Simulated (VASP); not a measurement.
Here is a VASP 6.6.1 calculation.

The input INCAR:

```
ALGO     = Normal         # electronic algorithm
EDIFF    = 1E-6           # SCF threshold, eV
ENCUT    = 520            # plane-wave cutoff, eV
GGA      = PE             # functional
ISIF     = 2              # what is computed and relaxed
ISMEAR   = 0              # smearing method
LASPH    = T              # aspherical terms in the spheres
LCHARG   = F              # write CHGCAR
LREAL    = F              # projectors in reciprocal space
LWAVE    = F              # write WAVECAR
NBANDS   = 16             # bands
NELM     = 80             # most SCF steps
PREC     = Accurate       # precision mode
SIGMA    = 0.01           # smearing width, eV
```

Contents of KPOINTS:

```
k-points
0
Gamma
  10 10 10
```

The input POSCAR:

```
GaN
1.0
    0.0000000000      2.1772230372      2.1772230372
    2.1772230372      0.0000000000      2.1772230372
    2.1772230372      2.1772230372      0.0000000000
Ga N
1 1
Direct
    0.0000000000      0.0000000000      0.0000000000
    0.7500000000      0.7500000000      0.7500000000
```

Potentials or basis: VASP PAW PBE potentials, release 64 (Ga_d, N).

Launch:

```console
$ cat potpaw_PBE.64/Ga_d/POTCAR potpaw_PBE.64/N/POTCAR > POTCAR
$ mpirun -np 1 vasp_std > vasp.out
```

Q: What does it give for the band gap on the k mesh?

A: 2.39 eV, direct.

Q: What does it give for the pressure?

A: 29.9 GPa.

As with any semilocal functional, this PBE gap is likely too small.
